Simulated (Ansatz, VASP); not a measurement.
**One calculation of MgTe4, two programs**

```xyz
5
Lattice="5.4632 0.0000 0.0000 0.0000 5.4632 0.0000 0.0000 0.0000 5.4632" Properties=species:S:1:pos:R:3 pbc="T T T"
Mg    0.0000    0.0000    0.0000
Te    1.6047    3.8585    3.8585
Te    3.8585    1.6047    3.8585
Te    3.8585    3.8585    1.6047
Te    1.6047    1.6047    1.6047
```

Change from the starting cell: species swapped into the SnI4 type (P-43m, No. 215).

Alike in both runs: functional PBE; k mesh 8 × 8 × 8; occupations gaussian, width 0.1 eV; no spin polarisation.

Ansatz relaxed the structure, and its values are those at the end. VASP's run is a single point on that final structure, the one shown.

|  | VASP | Ansatz |
| --- | --- | --- |
| version | VASP 6.6.1 | Ansatz 0.2.0 |
| potentials or method | VASP PAW PBE potentials, release 64 (Mg, Te), cutoff 520 eV | scalar-relativistic, plane waves, PAW |
| valence electrons in the cell | 26 | 74 |

```csv
,VASP,Ansatz,Ansatz less VASP
gap on the k mesh at the Fermi level (eV),none,none,-
pressure (GPa),0.0,0.0,+0.05
rms of the force components (eV/Å),0.005,0.001,-0.0041
```

A gap of «none» marks a metal or a gap that the smearing closes. VASP's potentials hold 26 valence electrons a cell and Ansatz's 74, so a difference there can come from the potentials and not from the codes.

Spin-orbit coupling is off throughout.
